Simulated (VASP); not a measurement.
# CoSi2 in VASP: a series of runs, part 2 of 2

VASP 6.6.1. The steps go on from the part before.

## 4. Single point, PBE (atoms displaced along a vibrational mode)

Contents of INCAR:

```
SYSTEM = CoSi2
PREC     = Accurate       ! precision mode
ENCUT    = 520            ! plane-wave cutoff, eV
EDIFF    = 1E-7           ! SCF threshold, eV
ISMEAR   = 0              ! smearing method
SIGMA    = 0.15           ! smearing width, eV
LREAL    = .False.        ! projectors in reciprocal space
LASPH    = .True.         ! aspherical terms in the spheres
NELM     = 80             ! most SCF steps
ALGO     = Normal         ! electronic algorithm
ISIF     = 2              ! what is computed and relaxed
LWAVE    = .False.        ! write WAVECAR
LCHARG   = .False.        ! write CHGCAR
GGA      = PE             ! functional
NBANDS   = 16             ! bands
```

Contents of KPOINTS:

```
Automatic mesh
0
Gamma
  12 12 12
  0 0 0
```

Contents of POSCAR:

```
CoSi2
1.0
    0.0000000000      2.6801763726      2.6801763726
    2.6801763726      0.0000000000      2.6801763726
    2.6801763726      2.6801763726      0.0000000000
Co Si
1 2
Direct
    0.0000000000      0.0000000000      0.0000000000
    0.2652975007      0.2347024993      0.2347024993
    0.7347024993      0.7652975007      0.7652975007
```

Potentials or basis: VASP PAW PBE potentials, release 64 (Co, Si).

The run is started by

```
> cat potpaw_PBE.64/Co/POTCAR potpaw_PBE.64/Si/POTCAR > POTCAR
> mpirun -np 1 vasp_std > vasp.out
```

OUTCAR:

```text
SYSTEM = CoSi2
   PREC = Accurate
   ENCUT = 520
   EDIFF = 1E-7
   ISMEAR = 0
   LREAL = .False.
   LASPH = .True.
   NELM = 80
   ISIF = 2
   GGA = PE

 ion  position               nearest neighbor table
   1  0.000  0.000  0.000-   3 2.27   2 2.27   3 2.27   2 2.27   3 2.37   2 2.37   2 2.37   3 2.37

   2  0.265  0.235  0.235-   1 2.27   1 2.27   1 2.37   1 2.37   3 2.52   3 2.69   3 2.69   3 2.69
                             3 2.69   3 2.84
   3  0.735  0.765  0.765-   1 2.27   1 2.27   1 2.37   1 2.37   2 2.52   2 2.69   2 2.69   2 2.69
                             2 2.69   2 2.84

  LATTYP: Found a face centered cubic cell.
 ALAT       =     5.3603527452

  Lattice vectors:

 A1 = (   0.0000000000,   2.6801763726,   2.6801763726)
 A2 = (   2.6801763726,   0.0000000000,   2.6801763726)
 A3 = (   2.6801763726,   2.6801763726,   0.0000000000)

Analysis of symmetry for initial positions (statically):
=====================================================================
 Subroutine PRICEL returns:
 Original cell was already a primitive cell.

 Routine SETGRP: Setting up the symmetry group for a
 face centered cubic supercell.

[... 164 lines left out ...]
  free energy    TOTEN  =       -19.22556495 eV

  energy without entropy =      -19.21366816  energy(sigma->0) =      -19.21961656

 E-fermi :  10.0730     XC(G=0): -11.7312

 val. band max:       10.0696374755   @ k =  -0.2500   0.2500   0.0833
 cond. band min:      10.0818298687   @ k =   0.3333   0.5000   0.2500
 fundamental gap:      0.0121923932
 Fermi energy:        10.0730373994

 k-point     1 :       0.0000    0.0000    0.0000
  band No.  band energies     occupation
      1      -3.0689      2.00000
      2       5.9127      2.00000
      3       5.9225      2.00000
      4       6.1072      2.00000
      5       8.1496      2.00000
      6       8.1965      2.00000
[... 433 lines left out ...]
      3       6.3453      2.00000
      4       6.4853      2.00000
      5       7.6112      2.00000
      6       8.2028      2.00000
[... 8 lines left out ...]
     15      18.6106      0.00000
     16      18.9963      0.00000

 [... further k-points ...]
[... 5 lines left out ...]
  --------------------------------------------------------------------------------------
  -------------------------------------------------------------------------------------
  Total        0.4351746      0.0952219      0.0952219     -0.0000000      1.4384080     -0.0000000
  in kB       18.1073143      3.9621176      3.9621176     -0.0000000     59.8511576     -0.0000000
  external PRESSURE =       8.6771832 kB  Pullay stress =       0.0000000 kB

 VOLUME and BASIS-vectors are now :
 -----------------------------------------------------------------------------
  energy-cutoff  :      520.00
  volume of cell :       38.51
      direct lattice vectors                 reciprocal lattice vectors
     0.000000000  2.680176373  2.680176373    -0.186554887  0.186554887  0.186554887
     2.680176373  0.000000000  2.680176373     0.186554887 -0.186554887  0.186554887
     2.680176373  2.680176373  0.000000000     0.186554887  0.186554887 -0.186554887

 POSITION                                       TOTAL-FORCE (eV/Angst)
 -----------------------------------------------------------------------------------
      0.00000      0.00000      0.00000         0.000000     -0.000000      0.000000
      1.25809      1.34009      1.34009         0.935294     -0.000000     -0.000000
      4.10226      4.02026      4.02026        -0.935294      0.000000      0.000000
 -----------------------------------------------------------------------------------
    total drift:                               -0.000000      0.000000      0.000000

  FREE ENERGIE OF THE ION-ELECTRON SYSTEM (eV)
  ---------------------------------------------------
  free  energy   TOTEN  =       -19.2255649538 eV

  energy  without entropy=      -19.2136681564  energy(sigma->0) =      -19.21961656
```

OSZICAR:

```text
N       E                     dE             d eps       ncg     rms          rms(c)
DAV:   1     0.602953156614E+02    0.60295E+02   -0.67965E+03  9000   0.102E+03
DAV:   2    -0.174827350505E+02   -0.77778E+02   -0.69379E+02  9992   0.202E+02
DAV:   3    -0.205962565103E+02   -0.31135E+01   -0.30605E+01 11848   0.448E+01
DAV:   4    -0.206508171859E+02   -0.54561E-01   -0.54532E-01 10824   0.569E+00
DAV:   5    -0.206524892155E+02   -0.16720E-02   -0.16720E-02 11976   0.102E+00    0.144E+01
DAV:   6    -0.243849799840E+02   -0.37325E+01   -0.24534E+01  9472   0.103E+02    0.179E+01
DAV:   7    -0.192537401497E+02    0.51312E+01   -0.11080E+01 11304   0.811E+01    0.322E+00
DAV:   8    -0.192594180749E+02   -0.56779E-02   -0.77704E-01 11128   0.599E+00    0.197E+00
DAV:   9    -0.192256645525E+02    0.33754E-01   -0.95244E-02 10704   0.576E+00    0.497E-01
DAV:  10    -0.192257336864E+02   -0.69134E-04   -0.71605E-03 12568   0.137E+00    0.154E-01
DAV:  11    -0.192255348919E+02    0.19879E-03   -0.95346E-04 11776   0.571E-01    0.362E-02
DAV:  12    -0.192255661995E+02   -0.31308E-04   -0.88787E-05 10424   0.653E-02    0.173E-02
DAV:  13    -0.192255645765E+02    0.16231E-05   -0.95329E-06 12040   0.496E-02    0.762E-03
DAV:  14    -0.192255649997E+02   -0.42318E-06   -0.12279E-06 12880   0.915E-03    0.345E-03
DAV:  15    -0.192255649538E+02    0.45838E-07   -0.15432E-07  8600   0.771E-03
   1 F= -.19225565E+02 E0= -.19219617E+02  d E =-.118968E-01
```

stdout:

```text
POSCAR found type information on POSCAR CoSi
 POSCAR found :  2 types and       3 ions
 scaLAPACK will be used
 LDA part: xc-table for (Slater+PW92), standard interpolation
 POSCAR, INCAR and KPOINTS ok, starting setup
 FFT: planning ... GRIDC
 FFT: planning ... GRID_SOFT
 FFT: planning ... GRID
 WAVECAR not read
 entering main loop
```

It took 89 s on 1 thread of Intel Xeon Platinum 8488C (Sapphire Rapids), shared host; peak memory 0.29 GiB.

Results:

* Free energy: -19.2256 eV
* Pressure: 0.9 GPa
* Largest force: 0.935 eV/Å
* Band gap on the k mesh: zero (an odd number of electrons rules out a gap without spin polarisation)

Forces in eV/Å, atoms in the order of the input:
```
Co   0.000  0.000  0.000
Si   0.935  0.000  0.000
Si  -0.935  0.000  0.000
```

Levels at points of the mesh, in eV from the Fermi level:
```csv
k point,band 5,band 6,band 7,band 8,band 9,band 10,band 11,band 12,band 13,band 14
"(0.00, 0.00, 0.00)",-1.92,-1.88,0.71,2.95,3.30,3.36,3.46,3.47,3.59,5.43
"(0.50, 0.00, 0.00)",-2.42,-1.73,-1.62,-1.02,-0.27,2.82,3.21,3.72,4.33,10.42
"(0.00, 0.50, 0.00)",-1.97,-1.66,-1.51,-0.70,0.08,2.47,3.08,3.57,4.28,9.96
"(0.50, 0.50, 0.00)",-3.63,-2.23,-1.96,-1.72,-1.32,1.55,2.87,8.55,9.60,9.64
"(0.00, 0.50, 0.50)",-3.65,-2.09,-1.90,-1.82,-1.35,1.53,2.92,8.59,9.43,9.71
```

Caveat: the cell differs from its parent crystal (atoms displaced along a vibrational mode); an odd number of electrons without spin polarisation forces a metal; a magnetic or distorted state may lie lower.

## 5. Overview

```tsv
cell	gap on the mesh (eV)	pressure (GPa)	largest force (eV/Å)
as given, atomic positions A	none	0.8	1.33
as given, atomic positions B	none	0.0	0.66
as given, atomic positions C	none	0.9	0.94
```

Alike in all rows: task single point; level PBE; potentials or basis VASP PAW PBE potentials, release 64 (Co, Si); no spin polarisation; k mesh 12 × 12 × 12; cutoff (eV) 520; smearing gaussian 0.15 eV.

Caveats: an odd number of electrons without spin polarisation forces a metal; a magnetic or distorted state may lie lower.

Total energies depend on the potentials used, so only differences within one code and one set of settings carry meaning.

The gap in the log of VASP goes by the Fermi energy; the results here count the filled bands.